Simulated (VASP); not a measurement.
Wanted: the native input for a VASP 6.6.1 run.

| Quantity | Value |
| --- | --- |
| Task | relaxation of the atoms |
| Functional | PBE |
| Potentials or basis | VASP PAW PBE potentials, release 64 (Be, N) |
| Cutoff | 520 eV |
| k mesh | 3 × 3 × 2 |
| Occupations | fermi-dirac, width 0.05 eV |
| Spin | no spin polarisation |
| Dipole correction | no |
| Further INCAR settings | LREAL = Auto; ALGO = Normal; EDIFF = 1e-06; IBRION = 2; EDIFFG = -0.08; NSW = 45 |

The structure of Be16N (a cell with a defect) lies in POSCAR:

```
Be16N
1.0
   -2.2900000000     -3.9663960000      0.0000000000
    3.4350000000     -1.9831980000      0.0000000000
    0.0000000000      0.0000000000      7.1768600000
Be N
16 1
Direct
    0.7500000000      0.5000000000      0.0000000000
    0.5000000000      0.3333333000      0.2500000000
    0.7500000000      0.5000000000      0.5000000000
    0.5000000000      0.3333333000      0.7500000000
    0.5000000000      0.0000000000      0.0000000000
    0.2500000000      0.8333333000      0.2500000000
    0.5000000000      0.0000000000      0.5000000000
    0.2500000000      0.8333333000      0.7500000000
    0.2500000000      0.5000000000      0.0000000000
    0.0000000000      0.3333333000      0.2500000000
    0.2500000000      0.5000000000      0.5000000000
    0.0000000000      0.3333333000      0.7500000000
    0.0000000000      0.0000000000      0.0000000000
    0.7500000000      0.8333333000      0.2500000000
    0.0000000000      0.0000000000      0.5000000000
    0.7500000000      0.8333333000      0.7500000000
    0.2539952000      0.1707842000      0.6203158000
```

The input as run:

INCAR

```
SYSTEM = Be16N
PREC = Accurate ; ENCUT = 520
EDIFF = 1E-6 ; ISMEAR = -1
SIGMA = 0.05 ; LREAL = Auto
LASPH = .TRUE. ; NELM = 80
ALGO = Normal ; ISIF = 2
LWAVE = .FALSE. ; LCHARG = .FALSE.
GGA = PE ; IBRION = 2
NSW = 45 ; EDIFFG = -0.08
```

KPOINTS

```
Automatic mesh
0
G
  3 3 2
  0 0 0
```

Potentials or basis: VASP PAW PBE potentials, release 64 (Be, N).

Command:

```sh
$ cat potpaw_PBE.64/Be/POTCAR potpaw_PBE.64/N/POTCAR > POTCAR
$ mpirun -np 1 vasp_std > vasp.out
```

It gave:

| Property | Result |
| --- | --- |
| Energy gained by relaxing | 34.2 meV/atom |
| Ionic steps | 10 |
| Pressure after relaxing | 8.2 GPa |
| Largest force after relaxing | 0.026 eV/Å |
| Band gap on the k mesh | zero (an odd number of electrons rules out a gap without spin polarisation) |

Caveat: the k points lie up to 0.53 Å⁻¹ apart, too coarse for converged energies and pressures of a metal.

Wall time 7.5 min on 1 thread of Oxide Virtual Turin-like Processor (shared host), peak memory 0.2 GiB.
